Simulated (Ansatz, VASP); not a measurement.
**Two plane-wave programs on S**

INCAR

```
SYSTEM = S
PREC = Accurate
ENCUT = 520
EDIFF = 1E-8
ISMEAR = -1
SIGMA = 0.03
LREAL = .False.
LASPH = .True.
NELM = 150
ALGO = Normal
ISIF = 2
LWAVE = .False.
LCHARG = .False.
MAGMOM = 0 0 0
LORBIT = 11
LSORBIT = .True.
GGA_COMPAT = .False.
LORBMOM = .True.
GGA = PE
LEFG = .True.
NBANDS = 17
```

The input KPOINTS:

```
regular mesh
0
Gamma
  16 16 16
  0 0 0
```

File POSCAR:

```
S
1.0
    0.0000000000      2.0266521619      2.0266521619
    2.0266521619      0.0000000000      2.0266521619
    2.0266521619      2.0266521619      0.0000000000
S
1
Direct
    0.0000000000      0.0000000000      0.0000000000
```

Input for Ansatz:

```yaml
crystal:
  lattice:
    - [0.0, 2.0266521619, 2.0266521619]
    - [2.0266521619, 0.0, 2.0266521619]
    - [2.0266521619, 2.0266521619, 0.0]
  atoms:
    - { symbol: S, position: [0.0, 0.0, 0.0] }
kpoints:
  mp_grid: { grid: [16, 16, 16] }
scf:
  occupations: { method: fermi_dirac, width: 0.03 }
  mixing: { preconditioner: kerker, algorithm: msr1, beta: 0.7 }
hamiltonian:
  xc: pbe
  pseudopotentials: { kind: paw_fr }
output:
  forces: true
  stress: true
  eigenvalues: true
  efg: { contact_densities: true }
  write_density: true
  write_potential: true
  elf: true
  volumetric_format: npy
magnetization:
  noncollinear: true
  spin_orbit: true
```

Alike in both runs: task electric field gradients; functional PBE; k mesh 16 × 16 × 16; occupations fermi-dirac, width 0.03 eV; non-collinear spin, spin-orbit coupling.

|  | VASP | Ansatz |
| --- | --- | --- |
| version | VASP 6.6.1 | Ansatz 0.2.0 |
| potentials or method | VASP PAW PBE potentials, release 64 (S) | PAW with Ansatz's default frozen-core files, scalar-relativistic |
| plane-wave cutoff (eV) | 520 | 420 |
| valence electrons in the cell | 6 | 6 |

Ansatz gave:

```
pressure (GPa)           : -3.5
net moment per atom (μB) : 0.00
```

Q: What did VASP give for the same quantities?

A: Pressure (GPa): -3.7; net moment per atom (μB): 0.00.
